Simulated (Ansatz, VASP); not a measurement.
Two plane-wave programs on Nb

POSCAR

```
Nb
1.0
    2.7196400000      0.0000000000      0.0000000000
    0.0000000000      2.7196400000      0.0000000000
    0.0000000000      0.0000000000      2.7196400000
Nb
1
Direct
    0.5000000000      0.5000000000      0.5000000000
```

File INCAR.step1:

```
  ALGO = Normal
  EDIFF = 1E-5
  ENCUT = 520
  GGA = PE
  ISIF = 2
  ISMEAR = -1
  LASPH = T
  LCHARG = F
  LREAL = F
  LWAVE = T
  NBANDS = 12
  NELM = 60
  PREC = Accurate
  SIGMA = 0.05
```

Contents of INCAR.step2:

```
  AEXX = 0.25
  ALGO = Normal
  EDIFF = 1E-6
  ENCUT = 520
  GGA = PS
  ISIF = 2
  ISMEAR = -1
  ISTART = 1
  LASPH = T
  LCHARG = F
  LHFCALC = T
  LREAL = F
  LWAVE = F
  NBANDS = 12
  NELM = 60
  PREC = Accurate
  PRECFOCK = Normal
  SIGMA = 0.05
```

The input KPOINTS:

```
k-points
0
Gamma
  5 5 5
```

Contents of input:

```
crystal:
  lattice:
    - [2.71964, 0.0, 0.0]
    - [0.0, 2.71964, 0.0]
    - [0.0, 0.0, 2.71964]
  atoms:
    - { symbol: Nb, position: [0.5, 0.5, 0.5] }
hamiltonian:
  xc: { exchange: pbesol, correlation: pbesol, exx: { coeff: 0.25 } }
  pseudopotentials: { kind: paw }
kpoints:
  mp_grid: { grid: [5, 5, 5] }
scf:
  occupations: { method: fermi_dirac, width: 0.05 }
output:
  forces: true
  stress: true
  eigenvalues: true
  write_density: true
  write_potential: true
  elf: true
  volumetric_format: npy
```

Alike in both runs: task single point; functional PBEsol-based global hybrid; k mesh 5 × 5 × 5; occupations fermi-dirac, width 0.05 eV; no spin polarisation.

```csv
,VASP,Ansatz
version,VASP 6.6.1,Ansatz 0.2.0
potentials or method,"VASP PAW PBE potentials, release 64 (Nb_sv)",Ansatz PAW
plane-wave cutoff (eV),520,420
valence electrons in the cell,13,13
```

Ansatz gave:

```
gap on the k mesh at the Fermi level (eV) : none
pressure (GPa)                            : -1.7
```

Task: Estimate VASP's values.

Result: gap on the k mesh at the Fermi level (eV): none; pressure (GPa): -2.3.

VASP's potentials were made for PBE, not for PBEsol-based global hybrid. A gap of «none» marks a metal or a gap that the smearing closes.

The k mesh is coarse, so the values compare programs but aren't converged.
